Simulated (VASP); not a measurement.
# Al13Cu11 in VASP: notebook

Al13Cu11 is run at these levels: PBE; tasks: single point.

Everything below comes from runs of VASP 6.6.1. Logs are shortened: lines on timing, memory, paths and dates and some standing lists are left out, and cuts for length are marked.

### Step 1. The cell of the first run

The cell holds a disordered packing, 24 atoms: a = 7.151 Å, b = 7.046 Å, c = 7.037 Å, α = 89.33°, β = 94.52°, γ = 89.57°.

### Step 2. Single point, PBE

INCAR reads:

```
ALGO = Normal
EDIFF = 1E-6
ENCUT = 400
GGA = PE
GGA_COMPAT = F
ISIF = 2
ISMEAR = -1
ISYM = -1
LASPH = T
LCHARG = F
LREAL = Auto
LWAVE = F
NBANDS = 98
NELM = 120
PREC = Accurate
SIGMA = 0.056
```

KPOINTS reads:

```
explicit points
1
Reciprocal
  0.25000000   0.25000000   0.25000000 1
```

POSCAR reads:

```
Al13Cu11
1.0
    7.1452280000      0.0272100000     -0.2795910000
    0.0272100000      7.0459230000      0.0416720000
   -0.2795910000      0.0416720000      7.0313830000
Al Cu
13 11
Direct
    0.1909331379      0.7153015715      0.1678564715
    0.5647575056      0.5422306646      0.2362602463
    0.4787448238      0.0373078825      0.7893282232
    0.6716809416      0.8368742239      0.4993573417
    0.1273424760      0.1958179911      0.6040152674
    0.6342135111      0.3736946159      0.9369735353
    0.2639734826      0.2962228490      0.9851674146
    0.9489422855      0.5555254705      0.4788488787
    0.8004196384      0.1448440581      0.3092124530
    0.3117053898      0.7659150356      0.5312711326
    0.4666742749      0.2012222825      0.4585353397
    0.9058974862      0.0733889492      0.9850173884
    0.5167374853      0.9658672481      0.1672421386
    0.0043382340      0.8876120127      0.5084483897
    0.4080348346      0.6529847496      0.8973916919
    0.1300300260      0.8441485455      0.8276355970
    0.1814709943      0.0961801929      0.2753153449
    0.5691121793      0.5186431861      0.5900245719
    0.7689383462      0.1672547095      0.6568051268
    0.9707284357      0.4189788989      0.7897729715
    0.9318010569      0.4181088994      0.1321170750
    0.7452033116      0.7543607275      0.8448938735
    0.2461443083      0.4470999055      0.3206926982
    0.8473162147      0.7830369476      0.1976743796
```

Potentials or basis: VASP PAW PBE potentials, release 64 (Al, Cu).

On the command line:

```sh
$ cat potpaw_PBE.64/Al/POTCAR potpaw_PBE.64/Cu/POTCAR > POTCAR
$ mpirun -np 1 vasp_std > vasp.out
```

OUTCAR:

```text
EDIFF = 1E-6
   ENCUT = 400
   GGA = PE
   ISIF = 2
   ISMEAR = -1
   ISYM = -1
   LASPH = T
   LREAL = Auto
   NELM = 120
   PREC = Accurate

 ion  position               nearest neighbor table
   1  0.191  0.715  0.168-  23 2.18  24 2.52  16 2.55  15 2.59  10 2.66  17 2.80  21 2.81   2 2.93
                            13 2.93   8 3.10   7 3.29
   2  0.565  0.542  0.236-  18 2.49  23 2.49   6 2.51  15 2.66  24 2.68   4 2.87  21 2.91   1 2.93
                            11 2.97  13 3.03   8 3.12   7 3.21  10 3.27   9 3.27
   3  0.479  0.037  0.789-  19 2.52  11 2.58  13 2.69  22 2.75   6 2.80   7 2.82  10 2.86  15 2.86
                            16 2.88   4 2.92   5 2.94  12 3.26
   4  0.672  0.837  0.499-  14 2.40  18 2.46  22 2.51  24 2.58  10 2.65  13 2.65  19 2.66   9 2.74
                             8 2.81   2 2.87   3 2.92  11 2.95
   5  0.127  0.196  0.604-  20 2.38  14 2.43  17 2.48  19 2.63  11 2.71  23 2.84   7 2.88  16 2.92
                             8 2.92   3 2.94   9 3.03  12 3.33  10 3.36
   6  0.634  0.374  0.937-  21 2.46   2 2.51  15 2.54  18 2.64  19 2.70  20 2.71   7 2.75   3 2.80
                            12 2.86  22 2.88   9 3.20
   7  0.264  0.296  0.985-  20 2.55  17 2.58  23 2.61   6 2.75  21 2.80  15 2.80   3 2.82   5 2.88
                            12 3.01  13 3.14   2 3.21   1 3.29
   8  0.949  0.556  0.479-  20 2.37  14 2.38  24 2.59  23 2.59  21 2.63   4 2.81  18 2.90   5 2.92
                            10 3.00   1 3.10   2 3.12   9 3.29
   9  0.800  0.145  0.309-  19 2.48  21 2.51  12 2.51  13 2.54  14 2.64  24 2.70  11 2.71   4 2.74
                            17 2.77   5 3.03   6 3.20   2 3.27   8 3.29
  10  0.312  0.766  0.531-  14 2.35  18 2.53  16 2.60   4 2.65   1 2.66  15 2.72  23 2.73   3 2.86
                             8 3.00  17 3.02   2 3.27  11 3.32  13 3.35   5 3.36
  11  0.467  0.201  0.459-  17 2.45  23 2.47  19 2.49  18 2.52   3 2.58  13 2.70   5 2.71   9 2.71
                             4 2.95   2 2.97  10 3.32
  12  0.906  0.073  0.985-   9 2.51  19 2.52  24 2.58  16 2.59  21 2.65  22 2.69  17 2.73  20 2.84
                             6 2.86   7 3.01  13 3.25   3 3.26   5 3.33
  13  0.517  0.966  0.167-   9 2.54   4 2.65  24 2.68   3 2.69  11 2.70  17 2.73   1 2.93  15 2.99
                             2 3.03   7 3.14  12 3.25  10 3.35
  14  0.004  0.888  0.508-  10 2.35  16 2.37   8 2.38   4 2.40   5 2.43  24 2.50  17 2.60   9 2.64

  15  0.408  0.653  0.897-  16 2.41   6 2.54  22 2.57   1 2.59   2 2.66  18 2.71  10 2.72   7 2.80
                             3 2.86  13 2.99
  16  0.130  0.844  0.828-  14 2.37  15 2.41   1 2.55  12 2.59  10 2.60   3 2.88   5 2.92
  17  0.181  0.096  0.275-  11 2.45   5 2.48  23 2.54   7 2.58  14 2.60  13 2.73  12 2.73   9 2.77
                             1 2.80  10 3.02
  18  0.569  0.519  0.590-   4 2.46   2 2.49  11 2.52  10 2.53   6 2.64  22 2.70  15 2.71   8 2.90

  19  0.769  0.167  0.657-  20 2.44   9 2.48  11 2.49   3 2.52  12 2.52   5 2.63   4 2.66   6 2.70

  20  0.971  0.419  0.790-   8 2.37   5 2.38  19 2.44  21 2.45   7 2.55   6 2.71  12 2.84
  21  0.932  0.418  0.132-  20 2.45   6 2.46   9 2.51  23 2.53   8 2.63  12 2.65  24 2.69   7 2.80
                             1 2.81   2 2.91
  22  0.745  0.754  0.845-   4 2.51  24 2.54  15 2.57  12 2.69  18 2.70   3 2.75   6 2.88
  23  0.246  0.447  0.321-   1 2.18  11 2.47   2 2.49  21 2.53  17 2.54   8 2.59   7 2.61  10 2.73
                             5 2.84
  24  0.847  0.783  0.198-  14 2.50   1 2.52  22 2.54  12 2.58   4 2.58   8 2.59   2 2.68  13 2.68
                            21 2.69   9 2.70

IMPORTANT INFORMATION: All symmetrisations will be switched off!
NOSYMM: (Re-)initialisation of all symmetry stuff for point group C_1.

----------------------------------------------------------------------------------------

                                     Primitive cell

  volume of cell :     353.4240

  direct lattice vectors                    reciprocal lattice vectors
     7.145228000  0.027210000 -0.279591000     0.140173967 -0.000574310  0.005577183
     0.027210000  7.045923000  0.041672000    -0.000574310  0.141933375 -0.000864015
    -0.279591000  0.041672000  7.031383000     0.005577183 -0.000864015  0.142446420

  length of vectors
     7.150747841  7.046098769  7.037062923     0.140286050  0.141937167  0.142558178

  position of ions in fractional coordinates (direct lattice)
     0.190933138  0.715301571  0.167856472
     0.564757506  0.542230665  0.236260246
     0.478744824  0.037307883  0.789328223
     0.671680942  0.836874224  0.499357342
     0.127342476  0.195817991  0.604015267
     0.634213511  0.373694616  0.936973535
[... 16 lines left out ...]
     0.246144308  0.447099905  0.320692698
     0.847316215  0.783036948  0.197674380

  ion indices of the primitive-cell ions
   primitive index   ion index
                 1           1
                 2           2
                 3           3
                 4           4
                 5           5
                 6           6
[... 16 lines left out ...]
                23          23
                24          24

----------------------------------------------------------------------------------------

 KPOINTS: explicit points

Read explicit list of k-points.

 Found      1 k-points:

 Following reciprocal coordinates:
            Coordinates               Weight
  0.250000  0.250000  0.250000      1.000000
   k-points           NKPTS =      1   k-points in BZ     NKDIM =      1   number of bands    NBANDS=     98
   number of dos      NEDOS =    301   number of ions     NIONS =     24
   total plane-waves  NPLWV = 110592
   dimension x,y,z NGX =    48 NGY =   48 NGZ =   48
   dimension x,y,z NGXF=    96 NGYF=   96 NGZF=   96
   ions per type =              13  11
   NGX,Y,Z   is equivalent  to a cutoff of  11.16, 11.33, 11.34 a.u.
   NGXF,Y,Z  is equivalent  to a cutoff of  22.32, 22.65, 22.68 a.u.
 SYSTEM =  unknown system
   PREC   = accura    normal or accurate (medium, high low for compatibility)
   ISTART =      0    job   : 0-new  1-cont  2-samecut
   ICHARG =      2    charge: 1-file 2-atom 10-const
   ISPIN  =      1    spin polarized calculation?
   LNONCOLLINEAR =      F non collinear calculations
   LSORBIT =      F    spin-orbit coupling
   LASPH  =      T    aspherical Exc in radial PAW
   ENCUT  =  400.0 eV  29.40 Ry    5.42 a.u.  11.66 11.49 11.48*2*pi/ulx,y,z
   NELM   =    120;   NELMIN=  2; NELMDL= -5     # of ELM steps
   EDIFF  = 0.1E-05   stopping-criterion for ELM
   LREAL  =      T    real-space projection
   EDIFFG = 0.1E-04   stopping-criterion for IOM
   NSW    =      0    number of steps for IOM
   IBRION =     -1    ionic relax: 0-MD 1-quasi-New 2-CG
   NFREE  =      0    steps in history (QN), initial steepest desc. (CG)
   ISIF   =      2    stress and relaxation
   ISYM   =     -1    0-nonsym 1-usesym 2-fastsym
   POTIM  = 0.5000    time-step for ionic-motion
   TEBEG  =    0.0;   TEEND  =   0.0 temperature during run
   PSTRESS=    0.0 pullay stress
   NELECT =     160.0000    total number of electrons
   NUPDOWN=      -1.0000    fix difference up-down
   EMIN   =  10.00;   EMAX   =-10.00  energy-range for DOS
   EFERMI =   0.00;   METHOD = LEGACY
   ISMEAR =    -1;   SIGMA  =   0.06  broadening in eV -4-tet -1-fermi 0-gaus
   EFERMI_NEDOS =   21; number of points for ismear=-14 and -15
   IALGO  =     38    algorithm
   IMIX   =      4    mixing-type and parameters
     AMIX     =   0.40;   BMIX     =  1.00
     AMIX_MAG =   1.60;   BMIX_MAG =  1.00
  volume/ion in A,a.u.               =      14.73        99.38
  Fermi-wavevector in a.u.,A,eV,Ry     =   1.257041  2.375463 21.499277  1.580152
  Thomas-Fermi vector in A             =   2.390720
   LORBIT       =      0    0 simple, 1 ext, 2 COOP (PROOUT), +10 PAW based schemes
   GGA     = PE    functional components
   LHFCALC =     F    Hartree Fock is set to
   AEXX    =    0.0000 exact exchange contribution
   IVDW    =     0    specifies the selected vdW correction
   LEPSILON=     F    determine dielectric tensor
   LRPA    =     F    only Hartree local field effects (RPA)
 non-spin polarized calculation
  energy-cutoff  :      400.00
  volume of cell :      353.42
 maximum number of plane-waves:      6412
 NGX is ok and might be reduce to    48
   NGX = 23   NGY = 23   NGZ = 23

 number of electron     160.0000029 magnetization

 Free energy of the ion-electron system (eV)
  ---------------------------------------------------
  ext. energy  EPLUGINS =         0.00000000
  ---------------------------------------------------
  free energy    TOTEN  =       -89.00681285 eV

  energy without entropy =      -88.95148055  energy(sigma->0) =      -88.97914670

 E-fermi :   7.6238     XC(G=0): -10.9847

 val. band max:        7.4677291456   @ k =   0.2500   0.2500   0.2500
 cond. band min:       7.7750486124   @ k =   0.2500   0.2500   0.2500
 fundamental gap:      0.3073194669
 Fermi energy:         7.6237755609

 k-point     1 :       0.2500    0.2500    0.2500
  band No.  band energies     occupation
      1      -2.4597      2.00000
      2      -1.2635      2.00000
      3      -1.0658      2.00000
      4      -0.5803      2.00000
      5       0.1506      2.00000
      6       0.4414      2.00000
[... 84 lines left out ...]
     91      10.2211      0.00000
     92      10.4248      0.00000
 [bands above 92 left out]

------------------------ aborting loop because EDIFF is reached ----------------------------------------

  FORCE on cell =-STRESS in cart. coord.  units (eV):
  Direction    XX          YY          ZZ          XY          YZ          ZX
  --------------------------------------------------------------------------------------
  -------------------------------------------------------------------------------------
  Total       -0.0969577      1.0197279     10.7437981     -8.2650441     -7.0945165     -2.6348550
  in kB       -0.4395382      4.6227330     48.7048673    -37.4679298    -32.1615763    -11.9445901
  external PRESSURE =      17.6293540 kB  Pullay stress =       0.0000000 kB

 VOLUME and BASIS-vectors are now :
 -----------------------------------------------------------------------------
  energy-cutoff  :      400.00
  volume of cell :      353.42
      direct lattice vectors                 reciprocal lattice vectors
     7.145228000  0.027210000 -0.279591000     0.140173967 -0.000574310  0.005577183
     0.027210000  7.045923000  0.041672000    -0.000574310  0.141933375 -0.000864015
    -0.279591000  0.041672000  7.031383000     0.005577183 -0.000864015  0.142446420

 POSITION                                       TOTAL-FORCE (eV/Angst)
 -----------------------------------------------------------------------------------
      1.33679      5.05215      1.15669        -0.719008      1.564591     -1.400507
      3.98402      3.84573      1.52593         0.182416      0.282744      0.430449
      3.20107      0.30879      5.41777        -0.037899     -0.621264      0.620576
      4.68247      5.93564      3.35825        -0.133713      0.213081      0.164410
      0.74634      1.40835      4.21962         0.090655      0.365089      0.200778
      4.27980      2.68933      6.42647         0.503121     -0.313270     -1.024240
[... 16 lines left out ...]
      1.68126      3.17029      2.20473         0.415075     -1.425891      1.452172
      6.02031      5.54851      1.18565        -0.421921      0.002224     -0.089666
 -----------------------------------------------------------------------------------
    total drift:                               -0.000070      0.005032     -0.001892

  FREE ENERGIE OF THE ION-ELECTRON SYSTEM (eV)
  ---------------------------------------------------
  free  energy   TOTEN  =       -89.0068128510 eV

  energy  without entropy=      -88.9514805505  energy(sigma->0) =      -88.97914670
```

It took 62 s on 1 thread of Intel Xeon Platinum 8375C at 2.90GHz (Ice Lake), shared host; peak memory 0.31 GiB.

What came out:

| Item | Value |
| --- | --- |
| Free energy | -89.0068 eV |
| Pressure | 1.8 GPa |
| Largest force | 2.220 eV/Å |

Forces on the atoms (eV/Å):
```
Al  -0.719  1.565 -1.401
Al   0.182  0.283  0.430
Al  -0.038 -0.621  0.621
Al  -0.134  0.213  0.164
Al   0.091  0.365  0.201
Al   0.503 -0.313 -1.024
Al   0.156  0.170 -0.011
Al  -0.321 -0.506 -0.330
Al   0.364  0.474  1.015
Al   0.624 -0.025  0.442
Al   0.343 -0.103 -0.522
Al   0.317 -0.256 -1.000
Al  -0.941 -0.490 -0.732
Cu  -0.763  1.024 -0.629
Cu   0.499  0.029 -0.124
Cu  -0.110  0.051  0.468
Cu  -0.260 -0.560 -0.501
Cu   0.294 -0.181  0.641
Cu  -0.149 -0.344 -0.121
Cu  -0.172  0.571  0.463
Cu   0.028  0.266  0.429
Cu   0.212 -0.188  0.158
Cu   0.415 -1.426  1.452
Cu  -0.422  0.002 -0.090
```

Stress tensor (GPa, compression positive):
```
-0.04 -3.75 -1.19
-3.75  0.46 -3.22
-1.19 -3.22  4.87
```

Levels at points of the mesh, in eV from the Fermi level:
```csv
k point,band 77,band 78,band 79,band 80,band 81,band 82,band 83,band 84
"(0.25, 0.25, 0.25)",-0.60,-0.50,-0.30,-0.16,0.15,0.43,0.74,0.90
```

Caveat: the atoms stand as in a frame of molecular dynamics.

### Step 3. Single point, PBE

INCAR reads:

```
ALGO = Normal ; EDIFF = 1E-6
ENCUT = 400 ; GGA = PE
GGA_COMPAT = False ; ISIF = 2
ISMEAR = -1 ; ISYM = -1
LASPH = True ; LCHARG = False
LREAL = Auto ; LWAVE = False
NBANDS = 98 ; NELM = 120
PREC = Accurate ; SIGMA = 0.056
```

KPOINTS is that of step 2.

POSCAR reads:

```
Al13Cu11
1.0
    7.1452280000      0.0272100000     -0.2795910000
    0.0272100000      7.0459230000      0.0416720000
   -0.2795910000      0.0416720000      7.0313830000
Al Cu
13 11
Direct
    0.1129918127      0.6864931781      0.1413519858
    0.5358508366      0.5436092801      0.2316991956
    0.4913653820      0.0154812113      0.7900394852
    0.6711350576      0.8357710655      0.5025638726
    0.1278719877      0.2035881228      0.6083069195
    0.6408572711      0.4035880848      0.9035732519
    0.2586834724      0.3029407346      0.9671034026
    0.9407049044      0.5758932516      0.4667141587
    0.7994972261      0.1312598363      0.3167110039
    0.2958809010      0.7699752682      0.5396580200
    0.4684250463      0.1798762605      0.4061689747
    0.8886131306      0.0982193639      0.9654386963
    0.4546568661      0.9342400856      0.1225062431
   -0.0244783512      0.9047381530      0.4685326948
    0.4225894783      0.6650753443      0.8953895976
    0.1188199945      0.8689268811      0.8005137937
    0.1486688039      0.0560256201      0.2609309946
    0.5497145494      0.5424788154      0.5970029030
    0.7451763870      0.1569442068      0.6478199854
    0.9627584947      0.4604118308      0.7921634092
    0.9193653438      0.3761897511      0.1461424725
    0.7918759102      0.7666572767      0.8351151168
    0.2416625611      0.4348238806      0.3670277521
    0.7866608824      0.7919890774      0.1877255917
```

Potentials or basis: VASP PAW PBE potentials, release 64 (Al, Cu).

On the command line:

```sh
$ cat potpaw_PBE.64/Al/POTCAR potpaw_PBE.64/Cu/POTCAR > POTCAR
$ mpirun -np 1 vasp_std > vasp.out
```

Wall time 67 s (1 thread of Intel Xeon Platinum 8375C at 2.90GHz (Ice Lake), shared host); peak memory 0.31 GiB.

It converged, with:

| Quantity | Value |
| --- | --- |
| Free energy | -88.6889 eV |
| Pressure | 3.0 GPa |
| Largest force | 1.886 eV/Å |

Forces in eV/Å, atoms in the order of the input:
```
Al   0.665  0.304 -0.553
Al  -0.107 -0.425  0.120
Al  -0.301  0.306 -0.819
Al  -1.776  0.289 -0.125
Al  -0.301  0.214 -0.157
Al   0.479 -0.694  0.196
Al   0.095  0.147  0.477
Al  -0.194 -1.438  0.048
Al  -0.736  0.891 -0.617
Al   0.092  0.124 -0.740
Al  -0.688  0.126  0.478
Al   0.311 -0.801 -0.457
Al  -0.292 -0.192  1.434
Cu   1.020 -0.371  1.542
Cu  -0.452  0.189  0.080
Cu   0.303  0.032  0.753
Cu   1.146  0.959 -1.017
Cu   0.131 -0.811 -0.122
Cu   0.412  0.525 -0.076
Cu   0.163 -0.521  0.032
Cu   0.524  1.518 -0.081
Cu  -0.222 -0.250  0.169
Cu  -0.048  0.123 -0.177
Cu  -0.224 -0.243 -0.388
```

Stress tensor (GPa, compression positive):
```
 1.40 -4.48 -4.78
-4.48  2.44 -6.43
-4.78 -6.43  5.27
```

Levels at points of the mesh, in eV from the Fermi level:
```
           k point  band 76  band 77  band 78  band 79  band 80  band 81  band 82  band 83  band 84  band 85
(0.25, 0.25, 0.25)    -0.94    -0.73    -0.64    -0.36    -0.20     0.21     0.29     0.64     0.78     0.96
```

Caveat: the atoms stand as in a frame of molecular dynamics.

### Step 4. Single point, PBE

INCAR reads:

```
SYSTEM = Al13Cu11
PREC = Accurate
ENCUT = 400
EDIFF = 1E-6
ISMEAR = -1
SIGMA = 0.056
LREAL = Auto
LASPH = .TRUE.
NELM = 120
ALGO = Normal
ISIF = 2
LWAVE = .FALSE.
LCHARG = .FALSE.
GGA = PE
ISYM = -1
NBANDS = 98
GGA_COMPAT = .FALSE.
```

KPOINTS is that of step 3.

POSCAR reads:

```
Al13Cu11
1.0
    7.1452280000      0.0272100000     -0.2795910000
    0.0272100000      7.0459230000      0.0416720000
   -0.2795910000      0.0416720000      7.0313830000
Al Cu
13 11
Direct
    0.1653914782      0.6488239561      0.0923896731
    0.5569953112      0.5011953935      0.2413132753
    0.4970279338      0.0168675909      0.8187061679
    0.6191004391      0.8313717830      0.4716046596
    0.0936124608      0.1870036392      0.6062238945
    0.6070962068      0.3639734470      0.8940542898
    0.2429129072      0.2662893235      0.9964549583
    0.8715855361      0.5528348725      0.4816714915
    0.7214486151      0.1434833577      0.2511204839
    0.2799358455      0.7692998747      0.4884638312
    0.4376688684      0.1963078892      0.4498406265
    0.8968093491      0.0856969791      0.9377880082
    0.4104743691      0.9488827868      0.1602020678
   -0.0767297302      0.8759173874      0.4674445737
    0.4525194854      0.6716702918      0.9126940647
    0.1399389756      0.8804606487      0.8083923350
    0.0989322838      0.0592709202      0.2378026682
    0.5304821411      0.5251264075      0.5754067108
    0.7331450536      0.1634997224      0.6106898740
    0.9704856888      0.4415699541      0.8143882876
    0.9142266461      0.4068880973      0.1462538311
    0.7840431280      0.7657702970      0.7880744403
    0.2193537965      0.4210902258      0.3789133198
    0.7704705303      0.7611208519      0.1405399475
```

On the command line:

```sh
$ cat potpaw_PBE.64/Al/POTCAR potpaw_PBE.64/Cu/POTCAR > POTCAR
$ mpirun -np 1 vasp_std > vasp.out
```

Run time: 66 s. Hardware: 1 thread of Intel Xeon Platinum 8375C at 2.90GHz (Ice Lake), shared host; peak memory 0.31 GiB.

It converged, with:

| Quantity | Value |
| --- | --- |
| Free energy | -88.9352 eV |
| Pressure | 1.5 GPa |
| Largest force | 2.455 eV/Å |

Forces on the atoms (eV/Å):
```
Al  -0.601  0.137  0.222
Al  -0.650 -0.213 -0.787
Al  -0.056 -0.154 -0.887
Al  -0.895  1.109 -0.350
Al  -0.197 -0.166 -0.405
Al   0.614  0.068  0.019
Al   0.592  0.255  0.125
Al   0.548 -1.282 -0.296
Al   0.332 -0.520  0.370
Al  -1.112  0.315  0.202
Al  -0.166 -1.165  0.099
Al  -0.293 -0.211 -0.352
Al   0.150 -0.762  0.141
Cu   1.866  1.570  0.277
Cu  -0.123  0.253 -0.305
Cu   0.566 -0.321 -0.137
Cu   0.114  0.158  0.469
Cu  -0.190 -0.472  1.047
Cu   0.478  0.140  0.627
Cu   0.021  0.121 -0.361
Cu  -0.204 -0.004  0.323
Cu   0.104 -0.386  0.132
Cu  -0.911  1.025 -0.542
Cu   0.012  0.503  0.367
```

Stress tensor (GPa, compression positive):
```
 0.98 -3.39 -3.37
-3.39  2.58 -4.90
-3.37 -4.90  1.07
```

Levels at points of the mesh, in eV from the Fermi level:
| k point | band 78 | band 79 | band 80 | band 81 | band 82 | band 83 |
| --- | --- | --- | --- | --- | --- | --- |
| (0.25, 0.25, 0.25) | -0.49 | -0.29 | -0.15 | 0.15 | 0.28 | 0.71 |

Caveat: the atoms stand as in a frame of molecular dynamics.

(Continued in part 2 of 2.)
